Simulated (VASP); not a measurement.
# LaO4 (P6/mmm) in VASP: notebook

Runs on LaO4. Level: PBE. Tasks: single point, relaxation of cell and atoms.

Program: VASP 6.6.1. These are calculated values, not measurements. Logs are shortened: lines on timing, memory, paths and dates and some standing lists are left out, and cuts for length are marked.

### Step 1. The cell of the first run

It takes space group P6/mmm (No. 191, hexagonal). Conventional cell: a = 4.227 Å, b = 4.227 Å, c = 3.844 Å, α = 90.00°, β = 90.00°, γ = 120.00°. Within 3.6 Å of La (site symmetry 6/mmm) lie 24 O at 2.73 to 3.58 Å. O (site symmetry 3m) has 1 O at 1.40 Å within 1.9 Å.

### Step 2. Single point, PBE

The input, INCAR:

```
  ALGO = Normal
  EDIFF = 1E-7
  ENCUT = 520
  GGA = PE
  ISIF = 2
  ISMEAR = 0
  LASPH = True
  LCHARG = False
  LREAL = False
  LWAVE = False
  NBANDS = 46
  NELM = 100
  PREC = Accurate
  SIGMA = 0.2
```

The input, KPOINTS:

```
k-points
0
Gamma
  6 6 4
```

The input, POSCAR:

```
LaO4
1.0
    4.2266821247      0.0000000000      0.0000000000
   -2.1133410623      3.6604140937      0.0000000000
    0.0000000000      0.0000000000      7.6879213855
La O
2 8
Direct
    0.0000000000      0.0000000000      0.2500000000
    0.0000000000      0.0000000000      0.7500000000
    0.3333333333      0.6666666667      0.0908078268
    0.3333333333      0.6666666667      0.5908078268
    0.3333333333      0.6666666667      0.4091921732
    0.3333333333      0.6666666667      0.9091921732
    0.6666666667      0.3333333333      0.4091921732
    0.6666666667      0.3333333333      0.9091921732
    0.6666666667      0.3333333333      0.0908078268
    0.6666666667      0.3333333333      0.5908078268
```

Potentials or basis: VASP PAW PBE potentials, release 64 (La, O).

Started as:

```
> cat potpaw_PBE.64/La/POTCAR potpaw_PBE.64/O/POTCAR > POTCAR
> mpirun -np 1 vasp_std > vasp.out
```

OUTCAR:

```text
EDIFF = 1E-7
   ENCUT = 520
   GGA = PE
   ISIF = 2
   ISMEAR = 0
   LASPH = True
   LREAL = False
   NELM = 100
   PREC = Accurate

 ion  position               nearest neighbor table
   1  0.000  0.000  0.250-   3 2.73   5 2.73   7 2.73   9 2.73   3 2.73   5 2.73   7 2.73   9 2.73
                             7 2.73   9 2.73   3 2.73   5 2.73
   2  0.000  0.000  0.750-   4 2.73   6 2.73   8 2.73  10 2.73   4 2.73   6 2.73   8 2.73  10 2.73
                             8 2.73  10 2.73   4 2.73   6 2.73
   3  0.333  0.667  0.091-   6 1.40   1 2.73   1 2.73   1 2.73
   4  0.333  0.667  0.591-   5 1.40   2 2.73   2 2.73   2 2.73
   5  0.333  0.667  0.409-   4 1.40   1 2.73   1 2.73   1 2.73
   6  0.333  0.667  0.909-   3 1.40   2 2.73   2 2.73   2 2.73
   7  0.667  0.333  0.409-  10 1.40   1 2.73   1 2.73   1 2.73
   8  0.667  0.333  0.909-   9 1.40   2 2.73   2 2.73   2 2.73
   9  0.667  0.333  0.091-   8 1.40   1 2.73   1 2.73   1 2.73
  10  0.667  0.333  0.591-   7 1.40   2 2.73   2 2.73   2 2.73

  LATTYP: Found a hexagonal cell.
 ALAT       =     4.2266821247
 C/A-ratio  =     1.8189021929

  Lattice vectors:

 A1 = (   4.2266821247,   0.0000000000,   0.0000000000)
 A2 = (  -2.1133410623,   3.6604140937,   0.0000000000)
 A3 = (   0.0000000000,   0.0000000000,   7.6879213855)

Analysis of symmetry for initial positions (statically):
=====================================================================
 Subroutine PRICEL returns following result:

  LATTYP: Found a hexagonal cell.
 ALAT       =     4.2266821247
 C/A-ratio  =     0.9094510965

  Lattice vectors:

 A1 = (   4.2266821247,   0.0000000000,   0.0000000000)
 A2 = (  -2.1133410623,   3.6604140937,   0.0000000000)
 A3 = (   0.0000000000,   0.0000000000,   3.8439606927)

   2 primitive cells build up your supercell.

 Routine SETGRP: Setting up the symmetry group for a
 hexagonal supercell.

 Subroutine GETGRP returns: Found 24 space group operations
 (whereof 24 operations were pure point group operations)
 out of a pool of 24 trial point group operations.

The static configuration has the point symmetry D_6h.

Analysis of symmetry for dynamics (positions and initial velocities):
=====================================================================
 Subroutine PRICEL returns following result:

  LATTYP: Found a hexagonal cell.
 ALAT       =     4.2266821247
 C/A-ratio  =     0.9094510965

  Lattice vectors:

 A1 = (   4.2266821247,   0.0000000000,   0.0000000000)
 A2 = (  -2.1133410623,   3.6604140937,   0.0000000000)
 A3 = (   0.0000000000,   0.0000000000,   3.8439606927)

   2 primitive cells build up your supercell.

 Routine SETGRP: Setting up the symmetry group for a
 hexagonal supercell.

 Subroutine GETGRP returns: Found 24 space group operations
 (whereof 24 operations were pure point group operations)
 out of a pool of 24 trial point group operations.

The dynamic configuration has the point symmetry D_6h.

 Subroutine INISYM returns: Found 24 space group operations
 (whereof 24 operations are pure point group operations),
 and found     2 'primitive' translations

----------------------------------------------------------------------------------------

                                     Primitive cell

  volume of cell :      59.4715

  direct lattice vectors                    reciprocal lattice vectors
     4.226682125  0.000000000  0.000000000     0.236592195  0.136596567  0.000000000
    -2.113341062  3.660414094  0.000000000     0.000000000  0.273193135  0.000000000
     0.000000000  0.000000000  3.843960693     0.000000000  0.000000000  0.260148342

  length of vectors
     4.226682125  4.226682125  3.843960693     0.273193135  0.273193135  0.260148342

  position of ions in fractional coordinates (direct lattice)
     0.000000000  0.000000000  0.500000000
     0.333333333  0.666666667  0.181615654
     0.333333333  0.666666667  0.818384346
     0.666666667  0.333333333  0.818384346
     0.666666667  0.333333333  0.181615654

  ion indices of the primitive-cell ions
   primitive index   ion index
                 1           1
                 2           3
                 3           5
                 4           7
                 5           9

----------------------------------------------------------------------------------------

 KPOINTS: k-points

Automatic generation of k-mesh.
 Grid dimensions read from file:
 generate k-points for:    6    6    4

 Generating k-lattice:

  Cartesian coordinates                     Fractional coordinates (reciprocal lattice)
     0.039432032  0.022766095  0.000000000     0.166666667  0.000000000  0.000000000
     0.000000000  0.045532189  0.000000000     0.000000000  0.166666667  0.000000000
     0.000000000  0.000000000  0.032518543     0.000000000  0.000000000  0.250000000

  Length of vectors
     0.045532189  0.045532189  0.032518543

  Shift w.r.t. Gamma in fractional coordinates (k-lattice)
     0.000000000  0.000000000  0.000000000

 Subroutine IBZKPT returns following result:
 ===========================================

 Found     21 irreducible k-points:

 Following reciprocal coordinates:
            Coordinates               Weight
  0.000000  0.000000  0.000000      1.000000
  0.166667  0.000000  0.000000      6.000000
  0.333333  0.000000  0.000000      6.000000
  0.500000  0.000000  0.000000      3.000000
  0.166667  0.166667  0.000000      6.000000
  0.333333  0.166667  0.000000     12.000000
[... 13 lines left out ...]
  0.333333  0.166667  0.500000     12.000000
  0.333333  0.333333  0.500000      2.000000
   k-points           NKPTS =     21   k-points in BZ     NKDIM =     21   number of bands    NBANDS=     46
   number of dos      NEDOS =    301   number of ions     NIONS =     10
   total plane-waves  NPLWV =  61440
   dimension x,y,z NGX =    32 NGY =   32 NGZ =   60
   dimension x,y,z NGXF=    64 NGYF=   64 NGZF=  120
   ions per type =               2   8
   NGX,Y,Z   is equivalent  to a cutoff of  12.59, 12.59, 12.97 a.u.
   NGXF,Y,Z  is equivalent  to a cutoff of  25.17, 25.17, 25.95 a.u.
 SYSTEM =  unknown system
   PREC   = accura    normal or accurate (medium, high low for compatibility)
   ISTART =      0    job   : 0-new  1-cont  2-samecut
   ICHARG =      2    charge: 1-file 2-atom 10-const
   ISPIN  =      1    spin polarized calculation?
   LNONCOLLINEAR =      F non collinear calculations
   LSORBIT =      F    spin-orbit coupling
   LASPH  =      T    aspherical Exc in radial PAW
   ENCUT  =  520.0 eV  38.22 Ry    6.18 a.u.   7.86  7.86 14.29*2*pi/ulx,y,z
   NELM   =    100;   NELMIN=  2; NELMDL= -5     # of ELM steps
   EDIFF  = 0.1E-06   stopping-criterion for ELM
   LREAL  =      F    real-space projection
   EDIFFG = 0.1E-05   stopping-criterion for IOM
   NSW    =      0    number of steps for IOM
   IBRION =     -1    ionic relax: 0-MD 1-quasi-New 2-CG
   NFREE  =      0    steps in history (QN), initial steepest desc. (CG)
   ISIF   =      2    stress and relaxation
   ISYM   =      2    0-nonsym 1-usesym 2-fastsym
   POTIM  = 0.5000    time-step for ionic-motion
   TEBEG  =    0.0;   TEEND  =   0.0 temperature during run
   PSTRESS=    0.0 pullay stress
   NELECT =      70.0000    total number of electrons
   NUPDOWN=      -1.0000    fix difference up-down
   EMIN   =  10.00;   EMAX   =-10.00  energy-range for DOS
   EFERMI =   0.00;   METHOD = LEGACY
   ISMEAR =     0;   SIGMA  =   0.20  broadening in eV -4-tet -1-fermi 0-gaus
   EFERMI_NEDOS =   21; number of points for ismear=-14 and -15
   IALGO  =     38    algorithm
   IMIX   =      4    mixing-type and parameters
     AMIX     =   0.40;   BMIX     =  1.00
     AMIX_MAG =   1.60;   BMIX_MAG =  1.00
  volume/ion in A,a.u.               =      11.89        80.27
  Fermi-wavevector in a.u.,A,eV,Ry     =   1.371917  2.592548 25.608302  1.882157
  Thomas-Fermi vector in A             =   2.497571
   LORBIT       =      0    0 simple, 1 ext, 2 COOP (PROOUT), +10 PAW based schemes
   GGA     = PE    functional components
   LHFCALC =     F    Hartree Fock is set to
   AEXX    =    0.0000 exact exchange contribution
   IVDW    =     0    specifies the selected vdW correction
   LEPSILON=     F    determine dielectric tensor
   LRPA    =     F    only Hartree local field effects (RPA)
 non-spin polarized calculation
 Gauss-broadening in eV      SIGMA  =   0.20
  energy-cutoff  :      520.00
  volume of cell :      118.94
 maximum number of plane-waves:      3226
 NGX is ok and might be reduce to    32

 number of electron      70.0000022 magnetization

 Free energy of the ion-electron system (eV)
  ---------------------------------------------------
  ext. energy  EPLUGINS =         0.00000000
  ---------------------------------------------------
  free energy    TOTEN  =       -62.29975878 eV

  energy without entropy =      -62.15992539  energy(sigma->0) =      -62.22984209

 E-fermi :   7.1673     XC(G=0): -10.9636

 val. band max:        7.1277894874   @ k =   0.1667   0.0000   0.2500
 cond. band min:       7.1785917793   @ k =   0.3333   0.0000   0.2500
 fundamental gap:      0.0508022919
 Fermi energy:         7.1672838849

 k-point     1 :       0.0000    0.0000    0.0000
  band No.  band energies     occupation
      1     -25.3950      2.00000
      2     -25.3319      2.00000
      3     -16.3739      2.00000
      4     -16.3679      2.00000
      5     -15.0792      2.00000
      6     -14.9335      2.00000
[... 38 lines left out ...]
     45       9.6421      0.00000
     46       9.7964      0.00000

 k-point     2 :       0.1667    0.0000    0.0000
  band No.  band energies     occupation
      1     -25.3802      2.00000
      2     -25.3203      2.00000
      3     -16.3426      2.00000
      4     -16.2851      2.00000
      5     -15.1744      2.00000
      6     -15.0215      2.00000
[... 38 lines left out ...]
     45       9.7505      0.00000
     46       9.7812      0.00000

 k-point     3 :       0.3333    0.0000    0.0000
  band No.  band energies     occupation
      1     -25.3502      2.00000
      2     -25.2968      2.00000
      3     -16.2527      2.00000
      4     -16.0558      2.00000
      5     -15.4114      2.00000
      6     -15.2461      2.00000
[... 38 lines left out ...]
     45       9.7275      0.00000
     46       9.7724      0.00000

 k-point     4 :       0.5000    0.0000    0.0000
  band No.  band energies     occupation
      1     -25.3351      2.00000
      2     -25.2850      2.00000
      3     -16.1673      2.00000
      4     -15.8677      2.00000
      5     -15.5740      2.00000
      6     -15.4304      2.00000
[... 773 lines left out ...]
     45       9.7443      0.00000
     46       9.7461      0.00000

 k-point    20 :       0.3333    0.1667    0.5000
  band No.  band energies     occupation
      1     -25.3102      2.00000
      2     -25.3102      2.00000
      3     -16.0125      2.00000
      4     -16.0125      2.00000
      5     -15.5188      2.00000
      6     -15.5188      2.00000
[... 38 lines left out ...]
     45       9.7121      0.00000
     46       9.7134      0.00000

 k-point    21 :       0.3333    0.3333    0.5000
  band No.  band energies     occupation
      1     -25.3035      2.00000
      2     -25.3035      2.00000
      3     -15.7773      2.00000
      4     -15.7773      2.00000
      5     -15.7773      2.00000
      6     -15.7773      2.00000
[... 38 lines left out ...]
     45       9.6970      0.00000
     46       9.6970      0.00000

------------------------ aborting loop because EDIFF is reached ----------------------------------------

  FORCE on cell =-STRESS in cart. coord.  units (eV):
  Direction    XX          YY          ZZ          XY          YZ          ZX
  --------------------------------------------------------------------------------------
  -------------------------------------------------------------------------------------
  Total       -0.2283764     -0.2283764      1.4803367     -0.0000000     -0.0000000      0.0000000
  in kB       -3.0762602     -3.0762602     19.9403309     -0.0000000     -0.0000000      0.0000000
  external PRESSURE =       4.5959368 kB  Pullay stress =       0.0000000 kB

 VOLUME and BASIS-vectors are now :
 -----------------------------------------------------------------------------
  energy-cutoff  :      520.00
  volume of cell :      118.94
      direct lattice vectors                 reciprocal lattice vectors
     4.226682125  0.000000000  0.000000000     0.236592195  0.136596567  0.000000000
    -2.113341062  3.660414094  0.000000000     0.000000000  0.273193135  0.000000000
     0.000000000  0.000000000  7.687921386     0.000000000  0.000000000  0.130074171

 POSITION                                       TOTAL-FORCE (eV/Angst)
 -----------------------------------------------------------------------------------
      0.00000      0.00000      1.92198         0.000000      0.000000     -0.000000
      0.00000      0.00000      5.76594         0.000000      0.000000     -0.000000
     -0.00000      2.44028      0.69812        -0.000000      0.000000      0.308331
     -0.00000      2.44028      4.54208         0.000000     -0.000000      0.308331
     -0.00000      2.44028      3.14584        -0.000000      0.000000     -0.308331
     -0.00000      2.44028      6.98980        -0.000000      0.000000     -0.308331
      2.11334      1.22014      3.14584         0.000000     -0.000000     -0.308331
      2.11334      1.22014      6.98980         0.000000     -0.000000     -0.308331
      2.11334      1.22014      0.69812        -0.000000     -0.000000      0.308331
      2.11334      1.22014      4.54208        -0.000000     -0.000000      0.308331
 -----------------------------------------------------------------------------------
    total drift:                               -0.000000      0.000000      0.000000

  FREE ENERGIE OF THE ION-ELECTRON SYSTEM (eV)
  ---------------------------------------------------
  free  energy   TOTEN  =       -62.2997587841 eV

  energy  without entropy=      -62.1599253946  energy(sigma->0) =      -62.22984209
```

Run time: 87 s. Hardware: 1 thread of Intel Xeon 6975P-C (Granite Rapids), shared host; peak memory 0.28 GiB.

Results:

- Free energy: -62.2998 eV
- Pressure: 0.5 GPa
- Largest force: 0.308 eV/Å
- Band gap on the k mesh: zero (band 35 reaches 7.54 eV, above the bottom of band 36 at 6.93 eV)

Forces in eV/Å, atoms in the order of the input:
```
La   0.000  0.000  0.000
La   0.000  0.000  0.000
O    0.000  0.000  0.308
O    0.000  0.000  0.308
O    0.000  0.000 -0.308
O    0.000  0.000 -0.308
O    0.000  0.000 -0.308
O    0.000  0.000 -0.308
O    0.000  0.000  0.308
O    0.000  0.000  0.308
```

Stress tensor (GPa, compression positive):
```
-0.31  0.00  0.00
 0.00 -0.31  0.00
 0.00  0.00  1.99
```

Caveat: spin-orbit coupling is left out, which moves the levels of the heavy elements.

### Step 3. Relaxation of cell and atoms, PBE

This run uses another cell than the first one: it holds 5 atoms, not 10.

The input, INCAR:

```
SYSTEM = LaO4
PREC = Accurate ; ENCUT = 600
EDIFF = 1E-6 ; ISMEAR = 0
SIGMA = 0.1 ; LREAL = .False.
LASPH = .True. ; NELM = 60
ALGO = Normal ; ISIF = 3
LWAVE = .False. ; LCHARG = .False.
GGA = PE ; IBRION = 2
NSW = 90 ; EDIFFG = -0.04
```

The input, KPOINTS:

```
Automatic mesh
0
Gamma
  6 6 4
  0 0 0
```

The input, POSCAR:

```
LaO4
1.0
    4.1158550500      0.0000000000      0.0000000000
   -2.0579275300      3.5644350300      0.0000000000
    0.0000000000      0.0000000000      4.8176850300
La O
1 4
Direct
    0.0000000000      0.0000000000      0.5000000000
    0.3333333300      0.6666666700      0.1938678200
    0.3333333300      0.6666666700      0.8061321800
    0.6666666700      0.3333333300      0.8061321800
    0.6666666700      0.3333333300      0.1938678200
```

Potentials or basis: VASP PAW PBE potentials, release 64 (La, O).

Started as:

```
> cat potpaw_PBE.64/La/POTCAR potpaw_PBE.64/O/POTCAR > POTCAR
> mpirun -np 1 vasp_std > vasp.out
```

Run time: 2.4 min. Hardware: 1 thread of Intel Xeon 6975P-C (Granite Rapids), shared host; peak memory 0.25 GiB.

Results (log left out):

```yaml
Free_energy: -31.1601 eV
Relaxed_volume: 11.90 Å³/atom
Relaxed_cell: a = 4.224 Å, b = 4.224 Å, c = 3.851 Å, α = 90.00°, β = 90.00°, γ = 120.00°
Space_group_after_relaxing_to_0.05_Å: P6/mmm (No. 191)
Energy_gained_by_relaxing: 750.5 meV/atom
Ionic_steps: 11
Pressure_after_relaxing: -0.3 GPa
Largest_force_after_relaxing: 0.003 eV/Å
```

Forces on the atoms (eV/Å):
```
La   0.000  0.000  0.000
O    0.000  0.000  0.003
O    0.000  0.000 -0.003
O    0.000  0.000 -0.003
O    0.000  0.000  0.003
```

Stress tensor (GPa, compression positive):
```
-0.22  0.00  0.00
 0.00 -0.22  0.00
 0.00  0.00 -0.52
```

The path:
```
step  energy change (eV)  largest force (eV/Å)  pressure (GPa)  volume (Å³)
   1              0.0000                1.2017          -14.13        70.68
   2             -3.6398                0.7496            2.31        57.88
   3             -3.6792                0.1624            6.13        56.86
   4             -3.6777                0.1070            5.00        57.14
   5             -3.7296                0.7630           -0.15        60.15
   6             -3.7440                0.4773            1.31        59.17
   7             -3.7134                0.8489           -4.18        60.76
   8             -3.7513                0.0357           -0.11        59.64
   9             -3.7513                0.0085           -0.55        59.67
  10             -3.7513                0.0229           -0.52        59.65
  11             -3.7526                0.0031           -0.32        59.50
```

Final structure:
```yaml
crystal:
  lattice:
    - [4.22382, 0.00000, 0.00000]
    - [-2.11191, 3.65793, 0.00000]
    - [0.00000, 0.00000, 3.85122]
  atoms:
    - { symbol: La, position: [0.00000, 0.00000, 0.50000] }
    - { symbol: O, position: [0.33333, 0.66667, 0.18239] }
    - { symbol: O, position: [0.33333, 0.66667, 0.81761] }
    - { symbol: O, position: [0.66667, 0.33333, 0.81761] }
    - { symbol: O, position: [0.66667, 0.33333, 0.18239] }
```

Levels at points of the mesh, in eV from the Fermi level:
```
           k point  band 15  band 16  band 17  band 18  band 19  band 20  band 21
(0.00, 0.00, 0.00)    -1.94    -1.94    -0.58    -0.58     0.88     2.34     2.34
(0.50, 0.00, 0.00)    -2.60    -1.18    -0.29     0.27     1.29     2.22     2.24
(0.00, 0.00, 0.50)    -3.44    -3.44     0.15     0.15     1.59     2.29     2.36
(0.50, 0.00, 0.50)    -2.26    -2.20    -0.63    -0.42     2.09     2.21     2.43
```

Caveat: the volume moved by over 15 % at a fixed basis, so the end points are rough; spin-orbit coupling is left out, which moves the levels of the heavy elements; an odd number of electrons without spin polarisation forces a metal; a magnetic or distorted state may lie lower.

[end of part 1 of 2]
